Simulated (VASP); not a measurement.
# Cr (P-1) in VASP: single point with PBE

Aim: the single point of Cr with PBE.

Everything below comes from runs of VASP 6.6.1. Logs are shortened: lines on timing, memory, paths and dates and some standing lists are left out, and cuts for length are marked.

**1. The cell of the first run**

The typed cell holds 2 atoms: a = 2.910 Å, b = 2.910 Å, c = 2.910 Å, α = 90.00°, β = 90.00°, γ = 90.00°.

**2. Single point, PBE, collinear spin, zero start**

The input, INCAR:

```
SYSTEM = Cr
PREC = Accurate ; ENCUT = 500
EDIFF = 1E-6 ; ISMEAR = -1
SIGMA = 0.1 ; LREAL = .False.
LASPH = .True. ; NELM = 200
ALGO = Normal ; ISIF = 2
LWAVE = .False. ; LCHARG = .False.
ISPIN = 2 ; MAGMOM = 0 0
LORBIT = 11 ; LMAXMIX = 4
GGA = PE ; NBANDS = 23
GGA_COMPAT = .False.
```

The input, KPOINTS:

```
Automatic mesh
0
Gamma
  5 5 5
  0 0 0
```

The input, POSCAR:

```
Cr
1.0
    2.9100000000      0.0000000000      0.0000000000
    0.0000000000      2.9100000000      0.0000000000
    0.0000000000      0.0000000000      2.9100000000
Cr
2
Direct
    0.0068203700     -0.0048479600     -0.0026795700
    0.4969239300      0.5033726400      0.4964339700
```

Potentials or basis: VASP PAW PBE potentials, release 64 (Cr_pv).

Launch:

```sh
$ cat potpaw_PBE.64/Cr_pv/POTCAR > POTCAR
$ mpirun -np 1 vasp_std > vasp.out
```

OUTCAR:

```text
SYSTEM = Cr
   PREC = Accurate
   ENCUT = 500
   EDIFF = 1E-6
   ISMEAR = -1
   LREAL = .False.
   LASPH = .True.
   NELM = 200
   ISIF = 2
   ISPIN = 2
   LORBIT = 11
   GGA = PE

 ion  position               nearest neighbor table
   1  0.007  0.995  0.997-   2 2.49   2 2.49   2 2.52   2 2.52   2 2.52   2 2.52   2 2.55   2 2.55

   2  0.497  0.503  0.496-   1 2.49   1 2.49   1 2.52   1 2.52   1 2.52   1 2.52   1 2.55   1 2.55

  LATTYP: Found a simple cubic cell.
 ALAT       =     2.9100000000

  Lattice vectors:

 A1 = (   2.9100000000,   0.0000000000,   0.0000000000)
 A2 = (   0.0000000000,   2.9100000000,   0.0000000000)
 A3 = (   0.0000000000,   0.0000000000,   2.9100000000)

Analysis of symmetry for initial positions (statically):
=====================================================================
 Subroutine PRICEL returns:
 Original cell was already a primitive cell.

 Routine SETGRP: Setting up the symmetry group for a
 simple cubic supercell.

 Subroutine GETGRP returns: Found  2 space group operations
 (whereof  1 operations were pure point group operations)
 out of a pool of 48 trial point group operations.

The static configuration has the point symmetry C_1 .
 The point group associated with its full space group is S_2 .

Analysis of symmetry for dynamics (positions and initial velocities):
=====================================================================
 Subroutine PRICEL returns:
 Original cell was already a primitive cell.

 Routine SETGRP: Setting up the symmetry group for a
 simple cubic supercell.

 Subroutine GETGRP returns: Found  2 space group operations
 (whereof  1 operations were pure point group operations)
 out of a pool of 48 trial point group operations.

The dynamic configuration has the point symmetry C_1 .
 The point group associated with its full space group is S_2 .

Analysis of structural, dynamic, and magnetic symmetry:
=====================================================================
 Subroutine PRICEL returns:
 Original cell was already a primitive cell.

 Routine SETGRP: Setting up the symmetry group for a
 simple cubic supercell.

 Subroutine GETGRP returns: Found  2 space group operations
 (whereof  1 operations were pure point group operations)
 out of a pool of 48 trial point group operations.

The overall configuration has the point symmetry C_1 .
 The point group associated with its full space group is S_2 .

 Subroutine INISYM returns: Found  2 space group operations
 (whereof  1 operations are pure point group operations),
[... 119 lines left out ...]
  Thomas-Fermi vector in A             =   2.716314
   LORBIT       =     11    0 simple, 1 ext, 2 COOP (PROOUT), +10 PAW based schemes
   GGA     = PE    functional components
   LHFCALC =     F    Hartree Fock is set to
   AEXX    =    0.0000 exact exchange contribution
   IVDW    =     0    specifies the selected vdW correction
   LEPSILON=     F    determine dielectric tensor
   LRPA    =     F    only Hartree local field effects (RPA)
 spin polarized calculation
  energy-cutoff  :      500.00
  volume of cell :       24.64
 maximum number of plane-waves:       639
 NGX is ok and might be reduce to    24
   NGX = 11   NGY = 11   NGZ = 11

 number of electron      24.0000000 magnetization       0.0000047

 number of electron      24.0000000 magnetization      -0.0000001

 Free energy of the ion-electron system (eV)
  ---------------------------------------------------
  ext. energy  EPLUGINS =         0.00000000
  ---------------------------------------------------
  free energy    TOTEN  =       -18.95547626 eV

  energy without entropy =      -18.88521964  energy(sigma->0) =      -18.92034795

 E-fermi :  10.1099     XC(G=0): -13.3057

 val. band max:       10.0936297574   @ k =   0.4000   0.0000   0.0000
 cond. band min:      10.1379973787   @ k =  -0.2000   0.2000   0.0000
 fundamental gap:      0.0443676213
 Fermi energy:        10.1098813405

 spin component 1

 k-point     1 :       0.0000    0.0000    0.0000
  band No.  band energies     occupation
      1     -33.2726      1.00000
      2     -33.2720      1.00000
      3     -33.2717      1.00000
      4     -32.7585      1.00000
      5     -32.7542      1.00000
      6     -32.7531      1.00000
[... 613 lines left out ...]
     22      24.4851      0.00000
     23      26.2271      0.00000

 [... further k-points ...]

 spin component 2

 k-point     1 :       0.0000    0.0000    0.0000
  band No.  band energies     occupation
      1     -33.2726      1.00000
      2     -33.2720      1.00000
      3     -33.2717      1.00000
      4     -32.7585      1.00000
      5     -32.7542      1.00000
      6     -32.7531      1.00000
[... 613 lines left out ...]
     22      24.4851      0.00000
     23      26.2271      0.00000

 [... further k-points ...]

------------------------ aborting loop because EDIFF is reached ----------------------------------------

  FORCE on cell =-STRESS in cart. coord.  units (eV):
  Direction    XX          YY          ZZ          XY          YZ          ZX
  --------------------------------------------------------------------------------------
  -------------------------------------------------------------------------------------
  Total       -2.1968643     -2.1962454     -2.1950475     -0.0058849     -0.0005518      0.0006869
  in kB     -142.8350652   -142.7948308   -142.7169431     -0.3826197     -0.0358787      0.0446583
  external PRESSURE =    -142.7822797 kB  Pullay stress =       0.0000000 kB

 VOLUME and BASIS-vectors are now :
 -----------------------------------------------------------------------------
  energy-cutoff  :      500.00
  volume of cell :       24.64
      direct lattice vectors                 reciprocal lattice vectors
     2.910000000  0.000000000  0.000000000     0.343642612  0.000000000  0.000000000
     0.000000000  2.910000000  0.000000000     0.000000000  0.343642612  0.000000000
     0.000000000  0.000000000  2.910000000     0.000000000  0.000000000  0.343642612

 POSITION                                       TOTAL-FORCE (eV/Angst)
 -----------------------------------------------------------------------------------
      0.01985      2.89589      2.90220        -0.045693      0.037439     -0.003935
      1.44605      1.46481      1.44462         0.045693     -0.037439      0.003935
 -----------------------------------------------------------------------------------
    total drift:                               -0.000009     -0.000000      0.000113

  FREE ENERGIE OF THE ION-ELECTRON SYSTEM (eV)
  ---------------------------------------------------
  free  energy   TOTEN  =       -18.9554762576 eV

  energy  without entropy=      -18.8852196359  energy(sigma->0) =      -18.92034795

 total charge

# of ion       s       p       d       tot
------------------------------------------
    1        0.417   6.372   4.133  10.922
    2        0.417   6.372   4.133  10.922
--------------------------------------------------
tot          0.835  12.743   8.266  21.845

 magnetization (x)

# of ion       s       p       d       tot
------------------------------------------
    1       -0.000  -0.000  -0.000  -0.000
    2       -0.000  -0.000  -0.000  -0.000
--------------------------------------------------
tot         -0.000  -0.000  -0.000  -0.000
```

OSZICAR:

```text
N       E                     dE             d eps       ncg     rms          rms(c)
DAV:   1     0.238316917139E+03    0.23832E+03   -0.12981E+04  5843   0.123E+03
DAV:   2    -0.145882737104E+02   -0.25291E+03   -0.24342E+03  5908   0.371E+02
DAV:   3    -0.224342956057E+02   -0.78460E+01   -0.77923E+01  7070   0.773E+01
DAV:   4    -0.225042369025E+02   -0.69941E-01   -0.69864E-01  6618   0.738E+00
DAV:   5    -0.225051976564E+02   -0.96075E-03   -0.96039E-03  6155   0.824E-01    0.171E+01
DAV:   6    -0.190109388670E+02    0.34943E+01   -0.10854E+01  5894   0.383E+01    0.315E+00
DAV:   7    -0.189771065569E+02    0.33832E-01   -0.18333E-01  6272   0.434E+00    0.161E+00
DAV:   8    -0.189565036914E+02    0.20603E-01   -0.70801E-03  6615   0.960E-01    0.295E-01
DAV:   9    -0.189554541230E+02    0.10496E-02   -0.27983E-03  6006   0.617E-01    0.706E-02
DAV:  10    -0.189554953801E+02   -0.41257E-04   -0.49154E-05  6853   0.655E-02    0.236E-02
DAV:  11    -0.189554790670E+02    0.16313E-04   -0.20090E-06  5350   0.152E-02    0.596E-03
DAV:  12    -0.189554768408E+02    0.22261E-05   -0.13811E-07  3465   0.372E-03    0.242E-03
DAV:  13    -0.189554762576E+02    0.58322E-06   -0.48880E-08  3255   0.204E-03
   1 F= -.18955476E+02 E0= -.18920348E+02  d E =-.702566E-01  mag=     0.0000
```

stdout:

```text
POSCAR found type information on POSCAR Cr
 POSCAR found :  1 types and       2 ions
 scaLAPACK will be used
 LDA part: xc-table for (Slater+PW92), standard interpolation
 POSCAR, INCAR and KPOINTS ok, starting setup
 FFT: planning ... GRIDC
 FFT: planning ... GRID_SOFT
 FFT: planning ... GRID
 WAVECAR not read
 entering main loop
```

Wall time 35 s (1 thread of Intel Xeon 6975P-C (Granite Rapids), shared host); peak memory 0.17 GiB.

What came out:

```yaml
Free_energy: -18.9555 eV
Pressure: -14.3 GPa
Largest_force: 0.059 eV/Å
Band_gap_on_the_k_mesh: zero (filled and empty bands overlap)
Net_moment: 0.00 μB per cell
Valence_electrons_inside_the_program's_atomic_spheres: Cr 10.92
```

Forces in eV/Å, atoms in the order of the input:
```
Cr  -0.046  0.037 -0.004
Cr   0.046 -0.037  0.004
```

Levels at points of the mesh, in eV from the Fermi level:
Spin up:
| k point | band 8 | band 9 | band 10 | band 11 | band 12 | band 13 | band 14 | band 15 | band 16 | band 17 |
| --- | --- | --- | --- | --- | --- | --- | --- | --- | --- | --- |
| (0.00, 0.00, 0.00) | -3.97 | -3.97 | -0.89 | -0.88 | -0.88 | 1.00 | 1.00 | 2.17 | 2.17 | 2.18 |
Spin down:
| k point | band 9 | band 10 | band 11 | band 12 | band 13 | band 14 | band 15 | band 16 |
| --- | --- | --- | --- | --- | --- | --- | --- | --- |
| (0.00, 0.00, 0.00) | -3.97 | -0.89 | -0.88 | -0.88 | 1.00 | 1.00 | 2.17 | 2.17 |

Caveat: the k points lie up to 0.43 Å⁻¹ apart; an empty level that is flat over the whole mesh can mark a ghost state of the potentials, or a narrow d or f band.
